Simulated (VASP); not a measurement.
A run of VASP 6.6.1 is set up as follows.

Contents of POSCAR:

```
TePb
1.0
    0.0000000000      3.4312286796      3.2483639977
    3.4312286796      0.0000000000      3.2483639977
    3.4312286796      3.4312286796      0.0000000000
Pb Te
1 1
Direct
    0.0000000000      0.0000000000      0.0000000000
    0.5000000000      0.5000000000      0.5000000000
```

File INCAR.step1:

```
SYSTEM = TePb
PREC = Accurate ; ENCUT = 520
ISMEAR = 0 ; SIGMA = 0.01
LREAL = .FALSE. ; LASPH = .TRUE.
NELM = 60 ; NBANDS = 17
GGA = PE ; ALGO = Normal
EDIFF = 1E-4 ; LWAVE = .TRUE.
LCHARG = .FALSE.
```

File INCAR.step2:

```
SYSTEM = TePb
PREC = Accurate ; ENCUT = 520
EDIFF = 1E-7 ; ISMEAR = 0
SIGMA = 0.01 ; LREAL = .FALSE.
LASPH = .TRUE. ; NELM = 60
ALGO = Normal ; ISIF = 2
LWAVE = .FALSE. ; LCHARG = .FALSE.
METAGGA = R2SCAN ; LMIXTAU = .TRUE.
NBANDS = 17 ; ISTART = 1
```

File KPOINTS:

```
Automatic mesh
0
G
  8 8 8
  0 0 0
```

Potentials or basis: VASP PAW PBE potentials, release 64 (Pb_d, Te).

Run with:

```console
$ cat potpaw_PBE.64/Pb_d/POTCAR potpaw_PBE.64/Te/POTCAR > POTCAR
$ cp INCAR.step1 INCAR
$ mpirun -np 1 vasp_std > vasp.out
$ cp INCAR.step2 INCAR
$ mpirun -np 1 vasp_std > vasp.out
```

Problem. What does it give for the band gap on the k mesh?

Solution. 1.12 eV.

Problem. Estimate the pressure.

Solution. -2.9 GPa.

Stress tensor (GPa, compression positive):
```
-4.28  0.00  0.00
 0.00 -4.28  0.00
 0.00  0.00 -0.02
```

Caveat: the cell differs from its parent crystal (epitaxial xy strain +5.0%); the structure was generated, so it needn't be the stable form of TePb; the PAW data sets were made with another functional, which shifts forces and pressure a little; spin-orbit coupling is left out, which moves the levels of the heavy elements. A k mesh can miss the band edges.
